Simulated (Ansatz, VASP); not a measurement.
## One calculation of ScAl3, two programs

```xyz
4
Lattice="4.0061 0.0000 0.0000 0.0000 4.0061 0.0000 0.0000 0.0000 4.0878" Properties=species:S:1:pos:R:3 pbc="T T T"
Sc    0.0000    0.0000    0.0000
Al    2.0030    2.0030    0.0000
Al    0.0000    2.0030    2.0439
Al    2.0030    0.0000    2.0439
```

Alike in both runs: functional PBE; k mesh 6 × 6 × 6; occupations fermi-dirac, width 0.05 eV; no spin polarisation.

```csv
,VASP,Ansatz
version,VASP 6.6.1,Ansatz 0.2.0
potentials or method,"VASP PAW PBE potentials, release 64 (Sc_sv, Al)",Ansatz PAW
plane-wave cutoff (eV),520,420
valence electrons in the cell,20,20
task,single point,band structure
```

VASP gave:

```
gap on the k mesh at the Fermi level (eV)                     : none
pressure (GPa)                                                : 5.2
traceless stress, the component that is largest in VASP (GPa) : -1.74
```

Problem. What did Ansatz give for the same quantities?

Solution. gap on the k mesh at the Fermi level (eV): none; pressure (GPa): 5.1; traceless stress, the component that is largest in VASP (GPa): -1.73.

A gap of «none» marks a metal or a gap that the smearing closes. The functional is the same, so the differences come from potentials, cutoffs and numerics.
